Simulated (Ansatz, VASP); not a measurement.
## ZnSe: VASP beside Ansatz

Contents of INCAR:

```
SYSTEM = ZnSe
ALGO = Normal ; EDIFF = 1E-6
ENCUT = 500 ; GGA_COMPAT = .FALSE.
ISIF = 2 ; ISMEAR = 0
LASPH = .TRUE. ; LCHARG = .FALSE.
LREAL = .FALSE. ; LWAVE = .FALSE.
NBANDS = 26 ; NELM = 120
PREC = Accurate ; SIGMA = 0.01
```

File KPOINTS:

```
k-points
0
G
  6 6 4
  0 0 0
```

POSCAR

```
ZnSe
1.0
    4.1077020000      0.0000000000      0.0000000000
    0.0000000000      4.1077020000      0.0000000000
    0.0000000000      0.0000000000      6.0703500000
Zn Se
2 2
Direct
    1.0000000000      0.0000000000      0.0000000000
    0.5000000000      0.5000000000      0.0000000000
    1.0000000000      0.5000000000      0.2462800000
    0.5000000000      0.0000000000      0.7537200000
```

Input for Ansatz:

```yaml
crystal:
  lattice:
    a: 4.107702
    b: 4.107702
    c: 6.07035
    alpha: 90.0
    beta: 90.0
    gamma: 90.0
  space_group: 129
  setting:
    hermann_mauguin: P4/nmm
    origin_choice: 1
  atoms:
    - { symbol: Zn, position: [0.0, 0.0, 0.0] }
    - { symbol: Se, position: [0.0, 0.5, 0.24628] }
basis:
  ecutwfc: 510.0
kpoints:
  mp_grid:
    grid: [6, 6, 4]
hamiltonian:
  xc: lda
scf:
  occupations:
    method: fixed
output:
  stress: true
  eigenvalues: true
```

Alike in both runs: task single point; functional LDA; k mesh 6 × 6 × 4; no spin polarisation.

|  | VASP | Ansatz |
| --- | --- | --- |
| version | VASP 6.6.1 | Ansatz 0.2.0 |
| potentials or method | VASP PAW LDA potentials, release 64 (Zn, Se), cutoff 500 eV | plane waves, PAW |
| occupations | gaussian, width 0.01 eV | fixed |
| valence electrons in the cell | 36 | 56 |

|  | VASP | Ansatz | Ansatz less VASP |
| --- | --- | --- | --- |
| gap on the k mesh at the Fermi level (eV) | 1.73 | 1.71 | -0.017 |
| pressure (GPa) | -4.5 | -4.7 | -0.24 |
| traceless stress, the component that is largest in VASP (GPa) | 0.51 | 0.53 | +0.021 |

LDA's correlation is that of Perdew and Zunger in VASP and of Perdew and Wang (1992) in Ansatz. VASP's potentials hold 36 valence electrons a cell and Ansatz's 56, so a difference there can come from the potentials and not from the codes.
